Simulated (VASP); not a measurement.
# PbW (P6/mmm) in VASP: single point with PBE

Aim: the single point of PbW with PBE.

Program: VASP 6.6.1. These are calculated values, not measurements. Logs are shortened: lines on timing, memory, paths and dates and some standing lists are left out, and cuts for length are marked.

## Step 1: The cell of the first run

It takes space group P6/mmm (No. 191, hexagonal). Conventional cell: a = 3.359 Å, b = 3.359 Å, c = 5.946 Å, α = 90.00°, β = 90.00°, γ = 120.00°. Pb (site symmetry 6/mmm) has 2 W at 2.97 Å and 6 Pb at 3.36 Å within 3.9 Å. Within 3.9 Å of W (site symmetry 6/mmm) lie 2 Pb at 2.97 Å and 6 W at 3.36 Å.

The cell was built from a structure type or drawn by symmetry, and may not be a known phase.

## Step 2: Single point, PBE

INCAR reads:

```
SYSTEM = PbW
ALGO     = Normal         ! electronic algorithm
EDIFF    = 1E-6           ! SCF threshold, eV
ENCUT    = 520            ! plane-wave cutoff, eV
GGA      = PE             ! functional
ISIF     = 2              ! what is computed and relaxed
ISMEAR   = 0              ! smearing method
LASPH    = .True.         ! aspherical terms in the spheres
LCHARG   = .False.        ! write CHGCAR
LREAL    = .False.        ! projectors in reciprocal space
LWAVE    = .False.        ! write WAVECAR
NBANDS   = 21             ! bands
NELM     = 100            ! most SCF steps
PREC     = Accurate       ! precision mode
SIGMA    = 0.1            ! smearing width, eV
```

KPOINTS reads:

```
k-points
0
Gamma
  6 6 4
  0 0 0
```

POSCAR reads:

```
PbW
1.0
    3.3592158000      0.0000000000      0.0000000000
   -1.6796079000      2.9091662200      0.0000000000
    0.0000000000      0.0000000000      5.9458762900
Pb W
1 1
Direct
    0.0000000000      0.0000000000      0.0000000000
    0.0000000000      0.0000000000      0.5000000000
```

Potentials or basis: VASP PAW PBE potentials, release 64 (Pb_d, W_sv).

Command:

```console
$ cat potpaw_PBE.64/Pb_d/POTCAR potpaw_PBE.64/W_sv/POTCAR > POTCAR
$ mpirun -np 1 vasp_std > vasp.out
```

OUTCAR:

```text
SYSTEM = PbW
   EDIFF = 1E-6
   ENCUT = 520
   GGA = PE
   ISIF = 2
   ISMEAR = 0
   LASPH = .True.
   LREAL = .False.
   NELM = 100
   PREC = Accurate

 ion  position               nearest neighbor table
   1  0.000  0.000  0.000-   2 2.97   2 2.97
   2  0.000  0.000  0.500-   1 2.97   1 2.97

  LATTYP: Found a hexagonal cell.
 ALAT       =     3.3592158000
 C/A-ratio  =     1.7700191485

  Lattice vectors:

 A1 = (   3.3592158000,   0.0000000000,   0.0000000000)
 A2 = (  -1.6796079000,   2.9091662200,   0.0000000000)
 A3 = (   0.0000000000,   0.0000000000,   5.9458762900)

Analysis of symmetry for initial positions (statically):
=====================================================================
 Subroutine PRICEL returns:
 Original cell was already a primitive cell.

 Routine SETGRP: Setting up the symmetry group for a
 hexagonal supercell.

 Subroutine GETGRP returns: Found 24 space group operations
 (whereof 24 operations were pure point group operations)
 out of a pool of 24 trial point group operations.

The static configuration has the point symmetry D_6h.

Analysis of symmetry for dynamics (positions and initial velocities):
=====================================================================
 Subroutine PRICEL returns:
 Original cell was already a primitive cell.

 Routine SETGRP: Setting up the symmetry group for a
 hexagonal supercell.

 Subroutine GETGRP returns: Found 24 space group operations
 (whereof 24 operations were pure point group operations)
 out of a pool of 24 trial point group operations.

The dynamic configuration has the point symmetry D_6h.

 Subroutine INISYM returns: Found 24 space group operations
 (whereof 24 operations are pure point group operations),
 and found     1 'primitive' translations

----------------------------------------------------------------------------------------

                                     Primitive cell

  volume of cell :      58.1062

  direct lattice vectors                    reciprocal lattice vectors
     3.359215800  0.000000000  0.000000000     0.297688526  0.171870551  0.000000000
    -1.679607900  2.909166220  0.000000000     0.000000000  0.343741101  0.000000000
     0.000000000  0.000000000  5.945876290     0.000000000  0.000000000  0.168183788

  length of vectors
     3.359215800  3.359215800  5.945876290     0.343741101  0.343741101  0.168183788

  position of ions in fractional coordinates (direct lattice)
     0.000000000  0.000000000  0.000000000
     0.000000000  0.000000000  0.500000000

  ion indices of the primitive-cell ions
   primitive index   ion index
                 1           1
                 2           2

----------------------------------------------------------------------------------------

 KPOINTS: k-points

Automatic generation of k-mesh.
 Grid dimensions read from file:
 generate k-points for:    6    6    4

 Generating k-lattice:

  Cartesian coordinates                     Fractional coordinates (reciprocal lattice)
     0.049614754  0.028645092  0.000000000     0.166666667  0.000000000  0.000000000
     0.000000000  0.057290184  0.000000000     0.000000000  0.166666667  0.000000000
     0.000000000  0.000000000  0.042045947     0.000000000  0.000000000  0.250000000

  Length of vectors
     0.057290184  0.057290184  0.042045947

  Shift w.r.t. Gamma in fractional coordinates (k-lattice)
     0.000000000  0.000000000  0.000000000

 Subroutine IBZKPT returns following result:
 ===========================================

 Found     21 irreducible k-points:

 Following reciprocal coordinates:
            Coordinates               Weight
  0.000000  0.000000  0.000000      1.000000
  0.166667  0.000000  0.000000      6.000000
  0.333333  0.000000  0.000000      6.000000
  0.500000 -0.000000  0.000000      3.000000
  0.166667  0.166667  0.000000      6.000000
  0.333333  0.166667  0.000000     12.000000
[... 13 lines left out ...]
  0.333333  0.166667  0.500000     12.000000
  0.333333  0.333333  0.500000      2.000000
   k-points           NKPTS =     21   k-points in BZ     NKDIM =     21   number of bands    NBANDS=     21
   number of dos      NEDOS =    301   number of ions     NIONS =      2
   total plane-waves  NPLWV =  37632
   dimension x,y,z NGX =    28 NGY =   28 NGZ =   48
   dimension x,y,z NGXF=    56 NGYF=   56 NGZF=   96
   ions per type =               1   1
   NGX,Y,Z   is equivalent  to a cutoff of  13.86, 13.86, 13.42 a.u.
   NGXF,Y,Z  is equivalent  to a cutoff of  27.71, 27.71, 26.84 a.u.
 SYSTEM =  PbW
   PREC   = accura    normal or accurate (medium, high low for compatibility)
   ISTART =      0    job   : 0-new  1-cont  2-samecut
   ICHARG =      2    charge: 1-file 2-atom 10-const
   ISPIN  =      1    spin polarized calculation?
   LNONCOLLINEAR =      F non collinear calculations
   LSORBIT =      F    spin-orbit coupling
   LASPH  =      T    aspherical Exc in radial PAW
   ENCUT  =  520.0 eV  38.22 Ry    6.18 a.u.   6.25  6.25 11.06*2*pi/ulx,y,z
   NELM   =    100;   NELMIN=  2; NELMDL= -5     # of ELM steps
   EDIFF  = 0.1E-05   stopping-criterion for ELM
   LREAL  =      F    real-space projection
   EDIFFG = 0.1E-04   stopping-criterion for IOM
   NSW    =      0    number of steps for IOM
   IBRION =     -1    ionic relax: 0-MD 1-quasi-New 2-CG
   NFREE  =      0    steps in history (QN), initial steepest desc. (CG)
   ISIF   =      2    stress and relaxation
   ISYM   =      2    0-nonsym 1-usesym 2-fastsym
   POTIM  = 0.5000    time-step for ionic-motion
   TEBEG  =    0.0;   TEEND  =   0.0 temperature during run
   PSTRESS=    0.0 pullay stress
   NELECT =      28.0000    total number of electrons
   NUPDOWN=      -1.0000    fix difference up-down
   EMIN   =  10.00;   EMAX   =-10.00  energy-range for DOS
   EFERMI =   0.00;   METHOD = LEGACY
   ISMEAR =     0;   SIGMA  =   0.10  broadening in eV -4-tet -1-fermi 0-gaus
   EFERMI_NEDOS =   21; number of points for ismear=-14 and -15
   IALGO  =     38    algorithm
   IMIX   =      4    mixing-type and parameters
     AMIX     =   0.40;   BMIX     =  1.00
     AMIX_MAG =   1.60;   BMIX_MAG =  1.00
  volume/ion in A,a.u.               =      29.05       196.06
  Fermi-wavevector in a.u.,A,eV,Ry     =   1.283473  2.425412 22.412917  1.647303
  Thomas-Fermi vector in A             =   2.415724
   LORBIT       =      0    0 simple, 1 ext, 2 COOP (PROOUT), +10 PAW based schemes
   GGA     = PE    functional components
   LHFCALC =     F    Hartree Fock is set to
   AEXX    =    0.0000 exact exchange contribution
   IVDW    =     0    specifies the selected vdW correction
   LEPSILON=     F    determine dielectric tensor
   LRPA    =     F    only Hartree local field effects (RPA)
 non-spin polarized calculation
 Gauss-broadening in eV      SIGMA  =   0.10
  energy-cutoff  :      520.00
  volume of cell :       58.11
 maximum number of plane-waves:      1583
 NGX is ok and might be reduce to    28
   NGX = 13   NGY = 13   NGZ = 23

 number of electron      28.0000000 magnetization

 Free energy of the ion-electron system (eV)
  ---------------------------------------------------
  ext. energy  EPLUGINS =         0.00000000
  ---------------------------------------------------
  free energy    TOTEN  =       -12.53010402 eV

  energy without entropy =      -12.51928953  energy(sigma->0) =      -12.52469677

 E-fermi :   6.1268     XC(G=0): -10.3825

 val. band max:        6.1037834038   @ k =   0.1667   0.0000   0.5000
 cond. band min:       6.1709262831   @ k =   0.3333   0.1667   0.0000
 fundamental gap:      0.0671428792
 Fermi energy:         6.1267700436

 k-point     1 :       0.0000    0.0000    0.0000
  band No.  band energies     occupation
      1     -68.4204      2.00000
      2     -32.6355      2.00000
      3     -32.3651      2.00000
      4     -32.3651      2.00000
      5     -11.1556      2.00000
      6     -11.1556      2.00000
[... 13 lines left out ...]
     20      15.3475      0.00000
     21      16.3842      0.00000

 k-point     2 :       0.1667    0.0000    0.0000
  band No.  band energies     occupation
      1     -68.4188      2.00000
      2     -32.6311      2.00000
      3     -32.4016      2.00000
      4     -32.3742      2.00000
      5     -11.1881      2.00000
      6     -11.0719      2.00000
[... 13 lines left out ...]
     20      15.6474      0.00000
     21      16.2135      0.00000

 k-point     3 :       0.3333    0.0000    0.0000
  band No.  band energies     occupation
      1     -68.4156      2.00000
      2     -32.6223      2.00000
      3     -32.4740      2.00000
      4     -32.3925      2.00000
      5     -11.2574      2.00000
      6     -10.9542      2.00000
[... 13 lines left out ...]
     20      14.0530      0.00000
     21      14.9314      0.00000

 k-point     4 :       0.5000   -0.0000    0.0000
  band No.  band energies     occupation
      1     -68.4141      2.00000
      2     -32.6179      2.00000
      3     -32.5099      2.00000
      4     -32.4016      2.00000
      5     -11.2924      2.00000
      6     -11.0001      2.00000
[... 13 lines left out ...]
     20      10.6300      0.00000
     21      13.8681      0.00000

 k-point     5 :       0.1667    0.1667    0.0000
  band No.  band energies     occupation
      1     -68.4164      2.00000
      2     -32.6245      2.00000
      3     -32.4492      2.00000
      4     -32.3948      2.00000
      5     -11.1751      2.00000
      6     -11.0650      2.00000
[... 13 lines left out ...]
     20      15.7771      0.00000
     21      16.1572      0.00000
[... 310 lines left out ...]
     20      13.4558      0.00000
     21      14.6315      0.00000

 k-point    19 :       0.1667    0.1667    0.5000
  band No.  band energies     occupation
      1     -68.4164      2.00000
      2     -32.6259      2.00000
      3     -32.4493      2.00000
      4     -32.3948      2.00000
      5     -11.1750      2.00000
      6     -11.0500      2.00000
[... 13 lines left out ...]
     20      12.5257      0.00000
     21      13.6913      0.00000

 k-point    20 :       0.3333    0.1667    0.5000
  band No.  band energies     occupation
      1     -68.4140      2.00000
      2     -32.6193      2.00000
      3     -32.4917      2.00000
      4     -32.4201      2.00000
      5     -11.1898      2.00000
      6     -10.9726      2.00000
[... 13 lines left out ...]
     20      13.5022      0.00000
     21      13.9614      0.00000

 k-point    21 :       0.3333    0.3333    0.5000
  band No.  band energies     occupation
      1     -68.4132      2.00000
      2     -32.6171      2.00000
      3     -32.4673      2.00000
      4     -32.4673      2.00000
      5     -11.0116      2.00000
      6     -11.0116      2.00000
[... 13 lines left out ...]
     20      11.1298      0.00000
     21      15.3737      0.00000

------------------------ aborting loop because EDIFF is reached ----------------------------------------

  FORCE on cell =-STRESS in cart. coord.  units (eV):
  Direction    XX          YY          ZZ          XY          YZ          ZX
  --------------------------------------------------------------------------------------
  -------------------------------------------------------------------------------------
  Total       -6.0919508     -6.0919508     -5.4398923      0.0000000      0.0000000     -0.0000000
  in kB     -167.9750027   -167.9750028   -149.9956183      0.0000000      0.0000000     -0.0000000
  external PRESSURE =    -161.9818746 kB  Pullay stress =       0.0000000 kB

 VOLUME and BASIS-vectors are now :
 -----------------------------------------------------------------------------
  energy-cutoff  :      520.00
  volume of cell :       58.11
      direct lattice vectors                 reciprocal lattice vectors
     3.359215800  0.000000000  0.000000000     0.297688526  0.171870551  0.000000000
    -1.679607900  2.909166220  0.000000000     0.000000000  0.343741101  0.000000000
     0.000000000  0.000000000  5.945876290     0.000000000  0.000000000  0.168183788

 POSITION                                       TOTAL-FORCE (eV/Angst)
 -----------------------------------------------------------------------------------
      0.00000      0.00000      0.00000        -0.000000      0.000000      0.000000
      0.00000      0.00000      2.97294         0.000000      0.000000      0.000000
 -----------------------------------------------------------------------------------
    total drift:                               -0.000000     -0.000000      0.000000

  FREE ENERGIE OF THE ION-ELECTRON SYSTEM (eV)
  ---------------------------------------------------
  free  energy   TOTEN  =       -12.5301040235 eV

  energy  without entropy=      -12.5192895252  energy(sigma->0) =      -12.52469677
```

Run time: 34 s. Hardware: 1 thread of Intel Xeon 8259CL, shared host; peak memory 0.19 GiB.

Results:

- Free energy: -12.5301 eV
- Pressure: -16.2 GPa
- Band gap on the k mesh: zero (bands 14 and 15 overlap by 1.26 eV)

Caveat: the cell stands under tension; spin-orbit coupling is left out, which moves the levels of the heavy elements.
